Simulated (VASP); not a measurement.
Crystal: MnS.

```
Mn S
1.0
     0.00000    2.47346    2.47346
     2.47346    0.00000    2.47346
     2.47346    2.47346    0.00000
Mn S
1 1
Direct
  0.00000 0.00000 0.00000
  0.75000 0.75000 0.75000
```

```yaml
Program: VASP 6.6.1
Task: relaxation of cell and atoms
Functional: PBEsol
Potentials_or_basis: VASP PAW PBE potentials, release 64 (Mn_pv, S)
Cutoff: 600 eV
k_mesh: 9 × 9 × 9
Occupations: fermi-dirac, width 0.05 eV
Spin: collinear spin, ferromagnetic start
Starting_moments: "[4.0, 0.0] μB"
```

At the start: pressure -2.8 GPa; volume 15.13 Å³/atom.

Problem. How do energy, volume and symmetry change on relaxing?

Solution. Over 3 steps the energy falls by 2.6 meV/atom and the volume is 14.84 Å³/atom (-1.9 %); space group F-43m (No. 216, to 0.1 Å) before and after; moment 0.21 μB per cell.

Step by step:
| step | energy change (eV) | largest force (eV/Å) | pressure (GPa) | volume (Å³) |
| --- | --- | --- | --- | --- |
| 1 | 0.0000 | 0.0000 | -2.78 | 30.27 |
| 2 | -0.0002 | 0.0000 | 2.94 | 29.13 |
| 3 | -0.0052 | 0.0000 | 0.00 | 29.68 |

Final structure:
```
Mn S
1.0
     0.00000    2.45747    2.45747
     2.45747    0.00000    2.45747
     2.45747    2.45747    0.00000
Mn S
1 1
Direct
  0.00000 0.00000 0.00000
  0.75000 0.75000 0.75000
```

Caveat: the PAW data sets were made with another functional, which shifts forces and pressure a little.
